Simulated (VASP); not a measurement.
Input of a VASP 6.6.1 run:

File INCAR:

```
SYSTEM = BaMg2H3
ALGO     = Normal         ! electronic algorithm
EDIFF    = 1E-6           ! SCF threshold, eV
ENCUT    = 520            ! plane-wave cutoff, eV
GGA      = PE             ! functional
ISIF     = 2              ! what is computed and relaxed
ISMEAR   = 0              ! smearing method
LASPH    = .True.         ! aspherical terms in the spheres
LCHARG   = .False.        ! write CHGCAR
LREAL    = .False.        ! projectors in reciprocal space
LWAVE    = .False.        ! write WAVECAR
NBANDS   = 18             ! bands
NELM     = 100            ! most SCF steps
PREC     = Accurate       ! precision mode
SIGMA    = 0.1            ! smearing width, eV
```

KPOINTS

```
k-points
0
Gamma
  6 6 2
  0 0 0
```

Contents of POSCAR:

```
BaMg2H3
1.0
    3.6489189774      0.0000000000      0.0000000000
   -1.8244594887      3.1600565308      0.0000000000
    0.0000000000      0.0000000000      8.2305056490
Ba Mg H
1 2 3
Direct
    0.0000000000      0.0000000000      0.0000000000
    0.3333333333      0.6666666667      0.3571663803
    0.6666666667      0.3333333333      0.6428336197
    0.3333333333      0.6666666667      0.7720547915
    0.6666666667      0.3333333333      0.2279452085
    0.0000000000      0.0000000000      0.5000000000
```

Potentials or basis: VASP PAW PBE potentials, release 64 (Ba_sv, Mg, H).

Command:

```sh
$ cat potpaw_PBE.64/Ba_sv/POTCAR potpaw_PBE.64/Mg/POTCAR potpaw_PBE.64/H/POTCAR > POTCAR
$ mpirun -np 1 vasp_std > vasp.out
```

Question: Estimate the largest force.

Answer: 0.026 eV/Å.

Question: Estimate the pressure.

Answer: 0.3 GPa.

Forces on the atoms (eV/Å):
```
Ba   0.000  0.000  0.000
Mg   0.000  0.000  0.023
Mg   0.000  0.000 -0.023
H    0.000  0.000 -0.026
H    0.000  0.000  0.026
H    0.000  0.000  0.000
```

Caveat: the k points lie up to 0.38 Å⁻¹ apart.
